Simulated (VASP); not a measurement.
# CuSi8O16 (a cell with a defect) in VASP: a series of runs

CuSi8O16 (a cell with a defect) is run at these levels: PBE; tasks: single point.

Program: VASP 6.6.1. These are calculated values, not measurements. Logs are shortened: lines on timing, memory, paths and dates and some standing lists are left out, and cuts for length are marked.

## 1. The cell of the first run

The cell holds a defect, 25 atoms: a = 6.712 Å, b = 6.712 Å, c = 6.445 Å, α = 90.00°, β = 90.00°, γ = 90.00°.

## 2. Single point, PBE

INCAR

```
ALGO = Normal ; EDIFF = 1E-6
ENCUT = 520 ; GGA = PE
ISIF = 2 ; ISMEAR = -1
LASPH = True ; LCHARG = True
LELF = True ; LREAL = Auto
LVHAR = True ; LWAVE = False
NBANDS = 88 ; NELECT = 138.0
NELM = 60 ; PREC = Accurate
SIGMA = 0.02
```

KPOINTS

```
k-points
0
Gamma
  1 1 2
```

POSCAR

```
CuSi8O16
1.0
   -4.7460000000     -4.7460000000      0.0000000000
    4.7460000000     -4.7460000000      0.0000000000
    0.0000000000      0.0000000000      6.4450000000
Si O Cu
8 16 1
Direct
    0.1734091867      0.4879056047     -0.0236617533
    0.0089022335      0.1755267594      0.2705973623
    0.8034871471      0.5300779604      0.4908921645
    0.0118731563      0.8325642646      0.7404499612
    0.7143278550      0.0114201433     -0.0050892164
    0.5146228403      0.7005056890      0.1980294802
    0.3544353139      0.0061841551      0.5064391001
    0.5385377160      0.3013906448      0.7600155159
    0.3178992836      0.5488938053      0.1696043445
    0.9546038769      0.3056152550      0.4683010085
    0.6774968394      0.4890012642      0.6994103957
    0.0360935525      0.6619258323      0.9034134988
    0.9535503582      0.7310893384      0.5131419705
    0.6928782132      0.5637378845      0.2725989139
    0.0418668352      0.2994521702      0.0649806051
    0.3213864307      0.4241045091      0.7852288596
    0.8344289928     -0.0017277708      0.2289061288
    0.4748946481      0.8059313106      0.4249030256
    0.2276127265      0.9764959966      0.7166020171
    0.5981774126      0.2193742099      0.9893250582
    0.5223556679      0.1660345554      0.5624049651
    0.2292140750      0.0944058154      0.3152986811
    0.5563316477      0.8396017699     -0.0053219550
    0.8253792668      0.9811946903      0.7768657874
    0.1972503161      0.5439633375      0.4831497285
```

Potentials or basis: VASP PAW PBE potentials, release 64 (Si, O, Cu).

The run is started by

```sh
$ cat potpaw_PBE.64/Si/POTCAR potpaw_PBE.64/O/POTCAR potpaw_PBE.64/Cu/POTCAR > POTCAR
$ mpirun -np 1 vasp_std > vasp.out
```

OUTCAR:

```text
EDIFF = 1E-6
   ENCUT = 520
   GGA = PE
   ISIF = 2
   ISMEAR = -1
   LASPH = True
   LREAL = Auto
   NELECT = 138.0
   NELM = 60
   PREC = Accurate

 ion  position               nearest neighbor table
   1  0.173  0.488  0.976-  12 1.56   9 1.63  16 1.64  15 1.64   4 2.97   2 3.04   6 3.05   8 3.08

   2  0.009  0.176  0.271-  15 1.58  10 1.59  22 1.60  17 1.69   5 2.88   7 3.00   1 3.04   3 3.10

   3  0.803  0.530  0.491-  14 1.61  11 1.61  13 1.69  10 1.82  25 2.64   8 2.92   6 2.94   4 2.94
                             2 3.10
   4  0.012  0.833  0.740-  12 1.56  24 1.62  13 1.66  19 1.75  25 2.84   5 2.85   3 2.94   1 2.97
                             7 2.99
   5  0.714  0.011  0.995-  23 1.57  20 1.60  24 1.60  17 1.71   8 2.73   6 2.80   4 2.85   2 2.88
[... 8 lines left out ...]
  10  0.955  0.306  0.468-   2 1.59   3 1.82  25 2.28
  11  0.677  0.489  0.699-   3 1.61   8 1.61
  12  0.036  0.662  0.903-   1 1.56   4 1.56
  13  0.954  0.731  0.513-   4 1.66   3 1.69  25 2.07
  14  0.693  0.564  0.273-   6 1.58   3 1.61
  15  0.042  0.299  0.065-   2 1.58   1 1.64
  16  0.321  0.424  0.785-   1 1.64   8 1.68  25 2.27
  17  0.834  0.998  0.229-   2 1.69   5 1.71
  18  0.475  0.806  0.425-   6 1.65   7 1.65
  19  0.228  0.976  0.717-   7 1.61   4 1.75
  20  0.598  0.219  0.989-   5 1.60   8 1.63
  21  0.522  0.166  0.562-   8 1.57   7 1.60
  22  0.229  0.094  0.315-   2 1.60   7 1.60
  23  0.556  0.840  0.995-   5 1.57   6 1.63
  24  0.825  0.981  0.777-   5 1.60   4 1.62
  25  0.197  0.544  0.483-  13 2.07   9 2.18  16 2.27  10 2.28   3 2.64   4 2.84

  LATTYP: Found a simple tetragonal cell.
 ALAT       =     6.7118575670
 C/A-ratio  =     0.9602408775

  Lattice vectors:

 A1 = (  -4.7460000000,  -4.7460000000,   0.0000000000)
 A2 = (   4.7460000000,  -4.7460000000,   0.0000000000)
 A3 = (   0.0000000000,   0.0000000000,   6.4450000000)

Analysis of symmetry for initial positions (statically):
=====================================================================
 Subroutine PRICEL returns:
 Original cell was already a primitive cell.

 Routine SETGRP: Setting up the symmetry group for a
 simple tetragonal supercell.

 Subroutine GETGRP returns: Found  1 space group operations
 (whereof  1 operations were pure point group operations)
 out of a pool of 16 trial point group operations.

The static configuration has the point symmetry C_1 .

Analysis of symmetry for dynamics (positions and initial velocities):
=====================================================================
[... 140 lines left out ...]
   ISYM   =      2    0-nonsym 1-usesym 2-fastsym
   POTIM  = 0.5000    time-step for ionic-motion
   TEBEG  =    0.0;   TEEND  =   0.0 temperature during run
   PSTRESS=    0.0 pullay stress
   NELECT =     138.0000    total number of electrons
   NUPDOWN=      -1.0000    fix difference up-down
   EMIN   =  10.00;   EMAX   =-10.00  energy-range for DOS
   EFERMI =   0.00;   METHOD = LEGACY
   ISMEAR =    -1;   SIGMA  =   0.02  broadening in eV -4-tet -1-fermi 0-gaus
   EFERMI_NEDOS =   21; number of points for ismear=-14 and -15
   IALGO  =     38    algorithm
   IMIX   =      4    mixing-type and parameters
     AMIX     =   0.40;   BMIX     =  1.00
     AMIX_MAG =   1.60;   BMIX_MAG =  1.00
  volume/ion in A,a.u.               =      11.61        78.37
  Fermi-wavevector in a.u.,A,eV,Ry     =   1.277610  2.414333 22.208627  1.632288
  Thomas-Fermi vector in A             =   2.410200
   LORBIT       =      0    0 simple, 1 ext, 2 COOP (PROOUT), +10 PAW based schemes
   GGA     = PE    functional components
[... 5 lines left out ...]
 non-spin polarized calculation
  energy-cutoff  :      520.00
  volume of cell :      290.34
 maximum number of plane-waves:      7815
 NGX is ok and might be reduce to    50
   NGX = 25   NGY = 25   NGZ = 23

 number of electron     137.9999988 magnetization

 Free energy of the ion-electron system (eV)
  ---------------------------------------------------
  ext. energy  EPLUGINS =         0.00000000
  ---------------------------------------------------
  free energy    TOTEN  =      -192.38297273 eV

  energy without entropy =     -192.38297273  energy(sigma->0) =     -192.38297273

 E-fermi :   5.0586     XC(G=0):  -9.7611

 val. band max:        4.5748750162   @ k =   0.0000   0.0000   0.5000
 cond. band min:       6.8313171145   @ k =   0.0000   0.0000   0.0000
 fundamental gap:      2.2564420983
 Fermi energy:         5.0585880287

 k-point     1 :       0.0000    0.0000    0.0000
  band No.  band energies     occupation
      1     -17.8023      2.00000
      2     -17.0924      2.00000
      3     -16.7407      2.00000
      4     -16.6997      2.00000
      5     -16.6632      2.00000
      6     -16.3932      2.00000
[... 73 lines left out ...]
     80      11.4142      0.00000
     81      11.5376      0.00000

 k-point     2 :       0.0000    0.0000    0.5000
  band No.  band energies     occupation
      1     -17.6637      2.00000
      2     -17.2771      2.00000
      3     -17.0101      2.00000
      4     -16.7058      2.00000
      5     -16.4535      2.00000
      6     -16.3329      2.00000
[... 73 lines left out ...]
     80      11.4295      0.00000
     81      11.5779      0.00000
 [bands above 81 left out]

------------------------ aborting loop because EDIFF is reached ----------------------------------------

  FORCE on cell =-STRESS in cart. coord.  units (eV):
  Direction    XX          YY          ZZ          XY          YZ          ZX
  --------------------------------------------------------------------------------------
  -------------------------------------------------------------------------------------
  Total       12.1126683      2.9338573      5.9290775     -0.6622688     -0.6350866      0.0899481
  in kB       66.8408589     16.1897887     32.7181944     -3.6545715     -3.5045735      0.4963572
  external PRESSURE =      38.5829473 kB  Pullay stress =       0.0000000 kB

 VOLUME and BASIS-vectors are now :
 -----------------------------------------------------------------------------
  energy-cutoff  :      520.00
  volume of cell :      290.34
      direct lattice vectors                 reciprocal lattice vectors
    -4.746000000 -4.746000000  0.000000000    -0.105351875 -0.105351875  0.000000000
     4.746000000 -4.746000000  0.000000000     0.105351875 -0.105351875  0.000000000
     0.000000000  0.000000000  6.445000000     0.000000000  0.000000000  0.155159038

 POSITION                                       TOTAL-FORCE (eV/Angst)
 -----------------------------------------------------------------------------------
      1.49260     -3.13860      6.29250        -3.019187      1.459984      0.876040
      0.79080     -0.87530      1.74400        -0.776916      2.000910     -0.359543
     -1.29760     -6.32910      3.16380        -2.229544      0.179287     -0.489126
      3.89500     -4.00770      4.77220         1.119536     -3.318320     -2.214771
     -3.33600     -3.44440      6.41220        -0.565840     -1.810811      2.641996
      0.88220     -5.76700      1.27630         1.097956      0.826737      0.524725
[... 17 lines left out ...]
      0.73950     -8.57400      5.00690        -1.056340     -0.959712      0.186091
      1.64550     -3.51780      3.11390        -0.890411     -0.340488      0.010654
 -----------------------------------------------------------------------------------
    total drift:                                0.022453      0.004828      0.002598

  FREE ENERGIE OF THE ION-ELECTRON SYSTEM (eV)
  ---------------------------------------------------
  free  energy   TOTEN  =      -192.3829727327 eV

  energy  without entropy=     -192.3829727326  energy(sigma->0) =     -192.38297273
```

OSZICAR:

```text
N       E                     dE             d eps       ncg     rms          rms(c)
DAV:   1     0.137895926887E+04    0.13790E+04   -0.66825E+04   352   0.155E+03
DAV:   2    -0.417280819028E+02   -0.14207E+04   -0.13302E+04   408   0.406E+02
DAV:   3    -0.209083834996E+03   -0.16736E+03   -0.16500E+03   432   0.160E+02
DAV:   4    -0.216239076512E+03   -0.71552E+01   -0.71191E+01   528   0.370E+01
DAV:   5    -0.216350907033E+03   -0.11183E+00   -0.11150E+00   464   0.358E+00    0.416E+01
DAV:   6    -0.195329921531E+03    0.21021E+02   -0.17836E+02   504   0.560E+01    0.220E+01
DAV:   7    -0.191991456796E+03    0.33385E+01   -0.21789E+01   480   0.117E+02    0.929E+00
DAV:   8    -0.192356480106E+03   -0.36502E+00   -0.43324E+00   416   0.574E+00    0.399E+00
DAV:   9    -0.192406383290E+03   -0.49903E-01   -0.85117E-01   536   0.678E+00    0.146E+00
DAV:  10    -0.192376958582E+03    0.29425E-01   -0.28253E-01   520   0.474E+00    0.512E-01
DAV:  11    -0.192382222431E+03   -0.52638E-02   -0.22058E-02   544   0.727E-01    0.252E-01
DAV:  12    -0.192382791923E+03   -0.56949E-03   -0.36038E-03   512   0.463E-01    0.117E-01
DAV:  13    -0.192382916653E+03   -0.12473E-03   -0.78037E-04   504   0.152E-01    0.413E-02
DAV:  14    -0.192382962778E+03   -0.46125E-04   -0.23014E-04   504   0.106E-01    0.165E-02
DAV:  15    -0.192382970673E+03   -0.78952E-05   -0.24692E-05   512   0.264E-02    0.780E-03
DAV:  16    -0.192382972636E+03   -0.19637E-05   -0.41905E-06   384   0.107E-02    0.209E-03
DAV:  17    -0.192382972733E+03   -0.96190E-07   -0.48425E-07   240   0.412E-03
   1 F= -.19238297E+03 E0= -.19238297E+03  d E =-.261520E-10
```

Wall time 3.1 min (1 thread of Intel Xeon 8259CL, shared host); peak memory 0.35 GiB.

Results:

- Free energy: -192.3830 eV
- Largest force: 4.474 eV/Å

Forces on the atoms (eV/Å):
```
Si  -3.019  1.460  0.876
Si  -0.777  2.001 -0.360
Si  -2.230  0.179 -0.489
Si   1.120 -3.318 -2.215
Si  -0.566 -1.811  2.642
Si   1.098  0.827  0.525
Si  -1.059  0.441 -0.839
Si   2.563 -0.948  1.467
O    0.360 -1.154  0.363
O    4.062 -1.165  1.472
O   -0.240 -1.371 -0.506
O    1.042  0.365  0.986
O   -0.810  0.836  0.435
O   -2.231 -0.012 -0.222
O    1.311 -1.300 -2.275
O    0.273  0.502 -0.320
O    0.448 -1.341 -2.090
O    1.451  0.232  0.053
O    0.397  3.343  0.488
O    0.999 -0.246 -0.924
O   -0.721 -0.303 -0.599
O   -0.965  0.496  0.001
O   -0.559  3.586  1.333
O   -1.056 -0.960  0.186
Cu  -0.890 -0.340  0.011
```

Caveat: the k points lie up to 0.94 Å⁻¹ apart, too coarse for converged energies, forces and pressures; the cell carries a net charge on a neutralising background, which shifts energy and pressure; the cell is charged against a uniform background, so pressure and absolute levels hang on convention.

## 3. Single point, PBE

INCAR

```
SYSTEM = CuSi8O16
PREC     = Accurate       ! precision mode
ENCUT    = 520            ! plane-wave cutoff, eV
EDIFF    = 1E-6           ! SCF threshold, eV
ISMEAR   = -1             ! smearing method
SIGMA    = 0.02           ! smearing width, eV
LREAL    = Auto         
LASPH    = .TRUE.         ! aspherical terms in the spheres
NELM     = 60             ! most SCF steps
ALGO     = Normal         ! electronic algorithm
ISIF     = 2              ! what is computed and relaxed
LWAVE    = .FALSE.        ! write WAVECAR
LCHARG   = .FALSE.        ! write CHGCAR
GGA      = PE             ! functional
NELECT   = 138.0        
NBANDS   = 88             ! bands
```

KPOINTS

```
Automatic mesh
0
G
  1 1 2
  0 0 0
```

POSCAR

```
CuSi8O16
1.0
   -4.7460000000     -4.7460000000      0.0000000000
    4.7460000000     -4.7460000000      0.0000000000
    0.0000000000      0.0000000000      6.4450000000
Si O Cu
8 16 1
Direct
    0.1694058154      0.4780657396      0.0199069046
   -0.0065634218      0.1749157185      0.2754848720
    0.8226822587      0.5289401601      0.4909542281
    0.0163506110      0.8524441635      0.7773467804
    0.6809945217      0.0583017278      0.0147711404
    0.5259587021      0.7006742520      0.2080837859
    0.3307627476     -0.0024863043      0.5082234290
    0.4964707122      0.3491677202      0.7339022498
    0.3505478298      0.5195322377      0.1872924748
    0.9748841129      0.3414454277      0.4512800621
    0.6945743784      0.4890117994      0.6864391001
    0.0424357354      0.6858196376      0.9563227308
    0.9767277708      0.7039928361      0.5836152056
    0.7226085124      0.5622840287      0.2513731575
    0.0592815002      0.2720080067      0.0527230411
    0.2873472398      0.4476927939      0.7876803724
    0.8022545301      0.0450906026      0.2386656323
    0.4883375474      0.8177307206      0.4171295578
    0.2232090181      0.9663400759      0.7316369279
    0.5658659924      0.2537505268      0.9601861908
    0.4677096502      0.2071112516      0.5130023274
    0.1754424779      0.0123788453      0.3355469356
    0.5085651075      0.8753581964      0.0393328161
    0.8371260008      0.9989675516      0.8211636928
    0.2598714707      0.5099346818      0.4843134213
```

Potentials or basis: VASP PAW PBE potentials, release 64 (Si, O, Cu).

The run is started by

```sh
$ cat potpaw_PBE.64/Si/POTCAR potpaw_PBE.64/O/POTCAR potpaw_PBE.64/Cu/POTCAR > POTCAR
$ mpirun -np 1 vasp_std > vasp.out
```

Wall time 3 min (1 thread of Intel Xeon 8259CL, shared host); peak memory 0.35 GiB.

The run converged. Its results:

```
Free energy   : -192.0636 eV
Largest force : 5.084 eV/Å
```

Forces on the atoms (eV/Å):
```
Si   2.208 -2.496 -2.956
Si  -3.273 -0.592 -0.015
Si   0.403 -2.772 -2.248
Si  -1.431  0.980  0.254
Si  -2.893  2.180 -0.142
Si  -0.517  0.560 -0.019
Si  -3.240 -2.350  1.054
Si  -2.976 -0.596 -0.849
O    0.983 -0.060 -0.101
O    0.176 -0.241  0.535
O    1.622  2.760  1.659
O   -1.990  0.654  2.448
O    0.035  1.084 -2.594
O   -0.442 -0.725  1.585
O    0.458  0.205  0.657
O    1.091  0.126  0.612
O    1.238  1.432 -1.163
O    2.092  0.088  3.552
O   -0.351 -0.810 -0.222
O    1.270 -0.092 -1.140
O   -0.007  0.006  2.464
O    3.894  1.479 -2.915
O   -0.817 -1.170 -1.314
O    1.948  0.416  1.060
Cu   0.518 -0.067 -0.201
```

Levels at points of the mesh, in eV from the Fermi level:
```
           k point  band 67  band 68  band 69  band 70  band 71  band 72
(0.00, 0.00, 0.00)    -1.16    -0.86    -0.65     1.81     3.74     4.38
(0.00, 0.00, 0.50)    -1.19    -0.87    -0.56     2.93     3.37     4.69
```

Caveat: the k points lie up to 0.94 Å⁻¹ apart, too coarse for converged energies, forces and pressures; the cell carries a net charge on a neutralising background, which shifts energy and pressure; the cell is charged against a uniform background, so pressure and absolute levels hang on convention.

(Part 1 of 2 ends here.)
